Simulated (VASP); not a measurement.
Here is a VASP 6.6.1 calculation.

File POSCAR:

```
NiO2
1.0
    2.8037261160      0.0000000000      0.0000000000
   -1.4018630580      2.4280980417      0.0000000000
    0.0000000000      0.0000000000      4.6526131109
Ni O
1 2
Direct
    0.0000000000      0.0000000000      0.5000000000
    0.6666666667      0.3333333333      0.7038965614
    0.3333333333      0.6666666667      0.2961034386
```

File INCAR.step1:

```
ALGO = Normal ; EDIFF = 1E-4
ENCUT = 600 ; GGA = PE
ISMEAR = 0 ; LASPH = T
LCHARG = F ; LREAL = F
LWAVE = T ; NELM = 60
PREC = Accurate ; SIGMA = 0.02
```

File INCAR.step2:

```
ALGO = Normal ; EDIFF = 1E-6
EDIFFG = -0.01 ; ENCUT = 600
IBRION = 2 ; ISIF = 4
ISMEAR = 0 ; ISTART = 1
LASPH = T ; LCHARG = F
LMIXTAU = T ; LREAL = F
LWAVE = F ; METAGGA = R2SCAN
NELM = 60 ; NSW = 50
PREC = Accurate ; SIGMA = 0.02
```

KPOINTS

```
k-points
0
Gamma
  12 12 6
```

Potentials or basis: VASP PAW PBE potentials, release 64 (Ni, O).

Launch:

```sh
$ cat potpaw_PBE.64/Ni/POTCAR potpaw_PBE.64/O/POTCAR > POTCAR
$ cp INCAR.step1 INCAR
$ mpirun -np 1 vasp_std > vasp.out
$ cp INCAR.step2 INCAR
$ mpirun -np 1 vasp_std > vasp.out
```

(1) Estimate the band gap on the k mesh.

Answers

(1) 1.43 eV, indirect (least direct gap 1.63 eV).
